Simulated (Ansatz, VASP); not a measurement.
## Ge2Se3: VASP beside Ansatz

Contents of INCAR:

```
SYSTEM = Ge2Se3
PREC = Accurate ; ENCUT = 500
EDIFF = 1E-7 ; ISMEAR = 0
SIGMA = 0.1 ; LREAL = .False.
LASPH = .True. ; NELM = 120
ALGO = Normal ; ISIF = 3
LWAVE = .False. ; LCHARG = .False.
GGA = PE ; IBRION = 2
NSW = 90 ; EDIFFG = -0.04
GGA_COMPAT = .False. ; NELMIN = 4
```

Contents of KPOINTS:

```
regular mesh
0
Gamma
  6 6 4
  0 0 0
```

Contents of POSCAR:

```
Ge2Se3
1.0
    4.3555255932      0.0000000000      0.0000000000
   -2.1777627966      3.7719958106      0.0000000000
    0.0000000000      0.0000000000      6.7764903265
Ge Se
2 3
Direct
    0.3333333333      0.6666666667      0.2450000000
    0.6666666667      0.3333333333      0.7550000000
    0.0000000000      0.0000000000      0.0000000000
    0.3333333333      0.6666666667      0.6450000000
    0.6666666667      0.3333333333      0.3550000000
```

Input for Ansatz:

```yaml
crystal:
  lattice:
    - [4.3555255932, 0.0, 0.0]
    - [-2.1777627966, 3.7719958106, 0.0]
    - [0.0, 0.0, 6.7764903265]
  atoms:
    - { symbol: Ge, position: [0.3333333333, 0.6666666667, 0.245] }
    - { symbol: Ge, position: [0.6666666667, 0.3333333333, 0.755] }
    - { symbol: Se, position: [0.0, 0.0, 0.0] }
    - { symbol: Se, position: [0.3333333333, 0.6666666667, 0.645] }
    - { symbol: Se, position: [0.6666666667, 0.3333333333, 0.355] }
basis:
  ecutwfc: 420
kpoints:
  mp_grid: { grid: [6, 6, 4] }
hamiltonian:
  xc: pbe
scf:
  occupations: { method: gaussian, width: 0.1 }
  lower_state_search: "off"
output:
  forces: true
  stress: true
  eigenvalues: true
relax:
  adjacent_minimum: "off"
  f_tol: 0.04
  max_steps: 70
  cell: { stress_tol: 0.4 }
```

Alike in both runs: task relaxation of cell and atoms; functional PBE; k mesh 6 × 6 × 4; occupations gaussian, width 0.1 eV; no spin polarisation.

|  | VASP | Ansatz |
| --- | --- | --- |
| version | VASP 6.6.1 | Ansatz 0.2.0 |
| potentials or method | VASP PAW PBE potentials, release 64 (Ge_d, Se), cutoff 500 eV | scalar-relativistic, plane waves, PAW |
| valence electrons in the cell | 46 | 76 |

VASP gave:

- gap on the k mesh at the Fermi level, each at its own relaxed structure (eV): none
- relaxed volume (Å³/atom): 22.88
- relaxed cell length with the largest relative difference (Å): 8.966

Problem. Which values does Ansatz return?

Solution. gap on the k mesh at the Fermi level, each at its own relaxed structure (eV): none; relaxed volume (Å³/atom): 23.32; relaxed cell length with the largest relative difference (Å): 9.247.

A gap of «none» marks a metal or a gap that the smearing closes. VASP's potentials hold 46 valence electrons a cell and Ansatz's 76, so a difference there can come from the potentials and not from the codes.
